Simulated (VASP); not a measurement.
Input of a VASP 6.6.1 run:

Contents of INCAR:

```
PREC     = Accurate       # precision mode
ENCUT    = 600            # plane-wave cutoff, eV
EDIFF    = 1E-6           # SCF threshold, eV
ISMEAR   = -1             # smearing method
SIGMA    = 0.1            # smearing width, eV
LREAL    = F              # projectors in reciprocal space
LASPH    = T              # aspherical terms in the spheres
NELM     = 120            # most SCF steps
ALGO     = Normal         # electronic algorithm
ISIF     = 2              # what is computed and relaxed
LWAVE    = F              # write WAVECAR
LCHARG   = F              # write CHGCAR
GGA      = PE             # functional
NBANDS   = 11             # bands
GGA_COMPAT= F
```

File KPOINTS:

```
Automatic mesh
0
Gamma
  10 10 10
```

The input POSCAR:

```
BN
1.0
    0.0000000000      1.8075000000      1.8075000000
    1.8075000000      0.0000000000      1.8075000000
    1.8075000000      1.8075000000      0.0000000000
B N
1 1
Direct
    0.0000000000      0.0000000000      0.0000000000
    0.2500000000      0.2500000000      0.2500000000
```

Potentials or basis: VASP PAW PBE potentials, release 64 (B, N).

The run is started by

```console
$ cat potpaw_PBE.64/B/POTCAR potpaw_PBE.64/N/POTCAR > POTCAR
$ mpirun -np 1 vasp_std > vasp.out
```

Q: What does it give for the band gap on the k mesh?

A: 4.46 eV, indirect (least direct gap 8.82 eV).

Q: What does it give for the pressure?

A: 3.0 GPa.

A k mesh can miss the band edges. As with any semilocal functional, this PBE gap is likely too small.
